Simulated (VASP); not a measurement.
# TiAl3 (Immm) in VASP: single point with PBEsol

Aim: the single point of TiAl3 with PBEsol.

Program: VASP 6.6.1. These are calculated values, not measurements. Logs are shortened: lines on timing, memory, paths and dates and some standing lists are left out, and cuts for length are marked.

### 1 The cell of the first run

It takes space group Immm (No. 71, orthorhombic). Conventional cell: a = 3.816 Å, b = 3.892 Å, c = 8.554 Å, α = 90.00°, β = 90.00°, γ = 90.00°. Ti (site symmetry mmm) has 12 Al at 2.73 to 2.89 Å within 3.6 Å. Within 3.6 Å of Al (site symmetry mmm) lie 4 Ti at 2.73 Å and 8 Al at 2.87 to 2.89 Å. Al (site symmetry mm2) has 8 Al at 2.73 to 2.89 Å and 4 Ti at 2.87 to 2.89 Å within 3.6 Å.

### 2 Single point, PBEsol (strain +0.0200 x Voigt [0, 1, 0, 0, 0, 0])

Contents of INCAR:

```
SYSTEM = TiAl3
PREC = Accurate ; ENCUT = 520
EDIFF = 1E-6 ; ISMEAR = 0
SIGMA = 0.15 ; LREAL = .False.
LASPH = .True. ; NELM = 60
ALGO = Fast ; ISIF = 2
LWAVE = .False. ; LCHARG = .False.
GGA = PS ; NBANDS = 18
```

Contents of KPOINTS:

```
regular mesh
0
Gamma
  18 18 18
  0 0 0
```

Contents of POSCAR:

```
TiAl3
1.0
   -1.9077740733      1.9459295548      4.2769968076
    1.9077740733     -1.9459295548      4.2769968076
    1.9077740733      1.9459295548     -4.2769968076
Ti Al
1 3
Direct
    0.0000000000      0.0000000000      0.0000000000
    0.5000000000      0.5000000000      0.0000000000
    0.7500000000      0.2500000000      0.5000000000
    0.2500000000      0.7500000000      0.5000000000
```

Potentials or basis: VASP PAW PBE potentials, release 64 (Ti_sv, Al).

Started as:

```
$ cat potpaw_PBE.64/Ti_sv/POTCAR potpaw_PBE.64/Al/POTCAR > POTCAR
$ mpirun -np 1 vasp_std > vasp.out
```

OUTCAR:

```text
SYSTEM = TiAl3
   PREC = Accurate
   ENCUT = 520
   EDIFF = 1E-6
   ISMEAR = 0
   LREAL = .False.
   LASPH = .True.
   NELM = 60
   ISIF = 2
   GGA = PS

 ion  position               nearest neighbor table
   1  0.000  0.000  0.000-   2 2.73   2 2.73   2 2.73   2 2.73   4 2.87   3 2.87   4 2.87   3 2.87
                             3 2.89   3 2.89   4 2.89   4 2.89
   2  0.500  0.500  0.000-   1 2.73   1 2.73   1 2.73   1 2.73   3 2.87   4 2.87   3 2.87   4 2.87
                             3 2.89   4 2.89   3 2.89   4 2.89
   3  0.750  0.250  0.500-   4 2.73   4 2.73   4 2.73   4 2.73   1 2.87   2 2.87   1 2.87   2 2.87
                             1 2.89   2 2.89   1 2.89   2 2.89
   4  0.250  0.750  0.500-   3 2.73   3 2.73   3 2.73   3 2.73   2 2.87   1 2.87   2 2.87   1 2.87
                             1 2.89   1 2.89   2 2.89   2 2.89

  LATTYP: Found a body centered orthorhombic cell.
 ALAT       =     3.8155481466
 B/A-ratio  =     1.0200000000
 C/A-ratio  =     2.2418780439

  Lattice vectors:

 A1 = (  -1.9077740733,   1.9459295548,   4.2769968076)
 A2 = (   1.9077740733,  -1.9459295548,   4.2769968076)
 A3 = (   1.9077740733,   1.9459295548,  -4.2769968076)

Analysis of symmetry for initial positions (statically):
=====================================================================
 Subroutine PRICEL returns:
 Original cell was already a primitive cell.

 Routine SETGRP: Setting up the symmetry group for a
 body centered orthorhombic supercell.

 Subroutine GETGRP returns: Found  8 space group operations
 (whereof  8 operations were pure point group operations)
 out of a pool of  8 trial point group operations.

The static configuration has the point symmetry D_2h.

Analysis of symmetry for dynamics (positions and initial velocities):
=====================================================================
 Subroutine PRICEL returns:
 Original cell was already a primitive cell.

 Routine SETGRP: Setting up the symmetry group for a
 body centered orthorhombic supercell.

 Subroutine GETGRP returns: Found  8 space group operations
 (whereof  8 operations were pure point group operations)
 out of a pool of  8 trial point group operations.

The dynamic configuration has the point symmetry D_2h.

 Subroutine INISYM returns: Found  8 space group operations
 (whereof  8 operations are pure point group operations),
 and found     1 'primitive' translations

----------------------------------------------------------------------------------------

                                     Primitive cell

  volume of cell :      63.5116

  direct lattice vectors                    reciprocal lattice vectors
    -1.907774073  1.945929555  4.276996808     0.000000000  0.256946609  0.116904459
     1.907774073 -1.945929555  4.276996808     0.262085541  0.000000000  0.116904459
     1.907774073  1.945929555 -4.276996808     0.262085541  0.256946609  0.000000000

  length of vectors
     5.071384963  5.071384963  5.071384963     0.282291007  0.286976451  0.367029141

  position of ions in fractional coordinates (direct lattice)
     0.000000000  0.000000000  0.000000000
     0.500000000  0.500000000  0.000000000
     0.750000000  0.250000000  0.500000000
     0.250000000  0.750000000  0.500000000

  ion indices of the primitive-cell ions
   primitive index   ion index
                 1           1
                 2           2
                 3           3
                 4           4

----------------------------------------------------------------------------------------

 KPOINTS: regular mesh

Automatic generation of k-mesh.
 Grid dimensions read from file:
 generate k-points for:   18   18   18

 Generating k-lattice:

  Cartesian coordinates                     Fractional coordinates (reciprocal lattice)
     0.000000000  0.014274812  0.006494692     0.055555556  0.000000000 -0.000000000
     0.014560308  0.000000000  0.006494692     0.000000000  0.055555556  0.000000000
     0.014560308  0.014274812  0.000000000    -0.000000000  0.000000000  0.055555556

  Length of vectors
     0.015682834  0.015943136  0.020390508

  Shift w.r.t. Gamma in fractional coordinates (k-lattice)
     0.000000000  0.000000000  0.000000000

 Subroutine IBZKPT returns following result:
 ===========================================

 Found    865 irreducible k-points:

 Following reciprocal coordinates:
            Coordinates               Weight
  0.000000  0.000000  0.000000      1.000000
  0.055556  0.000000  0.000000      4.000000
  0.111111  0.000000  0.000000      4.000000
  0.166667 -0.000000  0.000000      4.000000
  0.222222  0.000000  0.000000      4.000000
  0.277778  0.000000  0.000000      4.000000
[... 16 lines left out ...]
 -0.333333  0.055556  0.000000      8.000000
 -0.277778  0.055556  0.000000      8.000000
 [... further k-points ...]
   k-points           NKPTS =    865   k-points in BZ     NKDIM =    865   number of bands    NBANDS=     18
   number of dos      NEDOS =    301   number of ions     NIONS =      4
   total plane-waves  NPLWV =  64000
   dimension x,y,z NGX =    40 NGY =   40 NGZ =   40
   dimension x,y,z NGXF=    80 NGYF=   80 NGZF=   80
   ions per type =               1   3
   NGX,Y,Z   is equivalent  to a cutoff of  13.11, 13.11, 13.11 a.u.
   NGXF,Y,Z  is equivalent  to a cutoff of  26.22, 26.22, 26.22 a.u.
 SYSTEM =  TiAl3
   PREC   = accura    normal or accurate (medium, high low for compatibility)
   ISTART =      0    job   : 0-new  1-cont  2-samecut
   ICHARG =      2    charge: 1-file 2-atom 10-const
   ISPIN  =      1    spin polarized calculation?
   LNONCOLLINEAR =      F non collinear calculations
   LSORBIT =      F    spin-orbit coupling
   LASPH  =      T    aspherical Exc in radial PAW
   ENCUT  =  520.0 eV  38.22 Ry    6.18 a.u.   9.43  9.43  9.43*2*pi/ulx,y,z
   NELM   =     60;   NELMIN=  2; NELMDL= -5     # of ELM steps
   EDIFF  = 0.1E-05   stopping-criterion for ELM
   LREAL  =      F    real-space projection
   EDIFFG = 0.1E-04   stopping-criterion for IOM
   NSW    =      0    number of steps for IOM
   IBRION =     -1    ionic relax: 0-MD 1-quasi-New 2-CG
   NFREE  =      0    steps in history (QN), initial steepest desc. (CG)
   ISIF   =      2    stress and relaxation
   ISYM   =      2    0-nonsym 1-usesym 2-fastsym
   POTIM  = 0.5000    time-step for ionic-motion
   TEBEG  =    0.0;   TEEND  =   0.0 temperature during run
   PSTRESS=    0.0 pullay stress
   NELECT =      21.0000    total number of electrons
   NUPDOWN=      -1.0000    fix difference up-down
   EMIN   =  10.00;   EMAX   =-10.00  energy-range for DOS
   EFERMI =   0.00;   METHOD = LEGACY
   ISMEAR =     0;   SIGMA  =   0.15  broadening in eV -4-tet -1-fermi 0-gaus
   EFERMI_NEDOS =   21; number of points for ismear=-14 and -15
   IALGO  =     68    algorithm
   IMIX   =      4    mixing-type and parameters
     AMIX     =   0.40;   BMIX     =  1.00
     AMIX_MAG =   1.60;   BMIX_MAG =  1.00
  volume/ion in A,a.u.               =      15.88       107.15
  Fermi-wavevector in a.u.,A,eV,Ry     =   1.132045  2.139254 17.436211  1.281525
  Thomas-Fermi vector in A             =   2.268745
   LORBIT       =      0    0 simple, 1 ext, 2 COOP (PROOUT), +10 PAW based schemes
   GGA     = PS    functional components
   LHFCALC =     F    Hartree Fock is set to
   AEXX    =    0.0000 exact exchange contribution
   IVDW    =     0    specifies the selected vdW correction
   LEPSILON=     F    determine dielectric tensor
   LRPA    =     F    only Hartree local field effects (RPA)
 non-spin polarized calculation
 RMM-DIIS sequential band-by-band and
 Gauss-broadening in eV      SIGMA  =   0.15
  energy-cutoff  :      520.00
  volume of cell :       63.51
 maximum number of plane-waves:      1728
 NGX is ok and might be reduce to    40
   NGX = 19   NGY = 19   NGZ = 19

 number of electron      21.0000000 magnetization

 Free energy of the ion-electron system (eV)
  ---------------------------------------------------
  ext. energy  EPLUGINS =         0.00000000
  ---------------------------------------------------
  free energy    TOTEN  =       -22.22369136 eV

  energy without entropy =      -22.20356861  energy(sigma->0) =      -22.21362999

 E-fermi :   8.1383     XC(G=0): -10.8154

 val. band max:        8.1353283458   @ k =  -0.3333  -0.2778   0.2222
 cond. band min:       8.1393032062   @ k =   0.3333  -0.1667   0.1111
 fundamental gap:      0.0039748603
 Fermi energy:         8.1382546609

 k-point     1 :       0.0000    0.0000    0.0000
  band No.  band energies     occupation
      1     -48.1154      2.00000
      2     -24.5418      2.00000
      3     -24.5249      2.00000
      4     -24.4492      2.00000
      5      -1.9018      2.00000
      6       5.3522      2.00000
[... 10 lines left out ...]
     17      11.9391      0.00000
     18      11.9852      0.00000

 k-point     2 :       0.0556    0.0000    0.0000
  band No.  band energies     occupation
      1     -48.1153      2.00000
      2     -24.5425      2.00000
      3     -24.5248      2.00000
      4     -24.4491      2.00000
      5      -1.8642      2.00000
      6       5.1230      2.00000
[... 10 lines left out ...]
     17      11.9879      0.00000
     18      12.1054      0.00000

 k-point     3 :       0.1111    0.0000    0.0000
  band No.  band energies     occupation
      1     -48.1152      2.00000
      2     -24.5446      2.00000
      3     -24.5247      2.00000
      4     -24.4491      2.00000
      5      -1.7520      2.00000
      6       4.8116      2.00000
[... 10 lines left out ...]
     17      12.0329      0.00000
     18      12.6108      0.00000

 k-point     4 :       0.1667   -0.0000    0.0000
  band No.  band energies     occupation
      1     -48.1151      2.00000
      2     -24.5477      2.00000
      3     -24.5245      2.00000
      4     -24.4490      2.00000
      5      -1.5661      2.00000
      6       4.4785      2.00000
[... 10 lines left out ...]
     17      12.1561      0.00000
     18      13.2664      0.00000

 k-point     5 :       0.2222    0.0000    0.0000
  band No.  band energies     occupation
      1     -48.1149      2.00000
      2     -24.5515      2.00000
      3     -24.5242      2.00000
      4     -24.4488      2.00000
      5      -1.3081      2.00000
      6       4.0674      2.00000
[... 10 lines left out ...]
     17      12.4171      0.00000
     18      13.6986      0.00000

 k-point     6 :       0.2778    0.0000    0.0000
  band No.  band energies     occupation
      1     -48.1147      2.00000
      2     -24.5556      2.00000
      3     -24.5240      2.00000
      4     -24.4487      2.00000
      5      -0.9807      2.00000
      6       3.5286      2.00000
[... 307 lines left out ...]
 k-point    21 :      -0.4444    0.0556    0.0000
  band No.  band energies     occupation
      1     -48.1143      2.00000
      2     -24.5644      2.00000
      3     -24.5242      2.00000
      4     -24.4482      2.00000
      5       0.3182      2.00000
      6       1.7489      2.00000
[... 10 lines left out ...]
     17      12.9660      0.00000
     18      14.0812      0.00000

 k-point    22 :      -0.3889    0.0556    0.0000
  band No.  band energies     occupation
      1     -48.1144      2.00000
      2     -24.5624      2.00000
      3     -24.5244      2.00000
      4     -24.4483      2.00000
      5      -0.1777      2.00000
      6       2.3871      2.00000
[... 10 lines left out ...]
     17      13.1098      0.00000
     18      13.5858      0.00000

 k-point    23 :      -0.3333    0.0556    0.0000
  band No.  band energies     occupation
      1     -48.1145      2.00000
      2     -24.5593      2.00000
      3     -24.5246      2.00000
      4     -24.4484      2.00000
      5      -0.6219      2.00000
      6       3.0468      2.00000
[... 10 lines left out ...]
     17      12.9118      0.00000
     18      13.2966      0.00000

 k-point    24 :      -0.2778    0.0556    0.0000
  band No.  band energies     occupation
      1     -48.1147      2.00000
      2     -24.5555      2.00000
      3     -24.5248      2.00000
      4     -24.4485      2.00000
      5      -1.0042      2.00000
      6       3.6941      2.00000
[... 10 lines left out ...]
     17      12.4228      0.00000
     18      13.3291      0.00000

 [... further k-points ...]

------------------------ aborting loop because EDIFF is reached ----------------------------------------

  FORCE on cell =-STRESS in cart. coord.  units (eV):
  Direction    XX          YY          ZZ          XY          YZ          ZX
  --------------------------------------------------------------------------------------
  -------------------------------------------------------------------------------------
  Total       -0.6086154     -1.4930180     -0.3434636     -0.0000000      0.0000000      0.0000000
  in kB      -15.3532568    -37.6636718     -8.6643956     -0.0000000      0.0000000      0.0000000
  external PRESSURE =     -20.5604414 kB  Pullay stress =       0.0000000 kB

 VOLUME and BASIS-vectors are now :
 -----------------------------------------------------------------------------
  energy-cutoff  :      520.00
  volume of cell :       63.51
      direct lattice vectors                 reciprocal lattice vectors
    -1.907774073  1.945929555  4.276996808     0.000000000  0.256946609  0.116904459
     1.907774073 -1.945929555  4.276996808     0.262085541  0.000000000  0.116904459
     1.907774073  1.945929555 -4.276996808     0.262085541  0.256946609  0.000000000

 POSITION                                       TOTAL-FORCE (eV/Angst)
 -----------------------------------------------------------------------------------
      0.00000      0.00000      0.00000        -0.000000      0.000000     -0.000000
      0.00000      0.00000      4.27700        -0.000000      0.000000     -0.000000
     -0.00000      1.94593      2.13850         0.000000      0.000000      0.013102
      1.90777      0.00000      2.13850         0.000000     -0.000000     -0.013102
 -----------------------------------------------------------------------------------
    total drift:                               -0.000000     -0.000000      0.000000

  FREE ENERGIE OF THE ION-ELECTRON SYSTEM (eV)
  ---------------------------------------------------
  free  energy   TOTEN  =       -22.2236913641 eV

  energy  without entropy=      -22.2035686065  energy(sigma->0) =      -22.21362999
```

It took 33 min on 1 thread of AMD EPYC 9R45 (Zen 5), shared host; peak memory 0.95 GiB.

What came out:

| Quantity | Value |
| --- | --- |
| Free energy | -22.2237 eV |
| Pressure | -2.1 GPa |
| Largest force | 0.013 eV/Å |
| Band gap on the k mesh | zero (an odd number of electrons rules out a gap without spin polarisation) |

Forces in eV/Å, atoms in the order of the input:
```
Ti   0.000  0.000  0.000
Al   0.000  0.000  0.000
Al   0.000  0.000  0.013
Al   0.000  0.000 -0.013
```

Stress tensor (GPa, compression positive):
```
-1.54  0.00  0.00
 0.00 -3.77  0.00
 0.00  0.00 -0.87
```

Caveat: the cell differs from its parent crystal (strain +0.0200 x Voigt [0, 1, 0, 0, 0, 0]); the PAW data sets were made with another functional, which shifts forces and pressure a little.
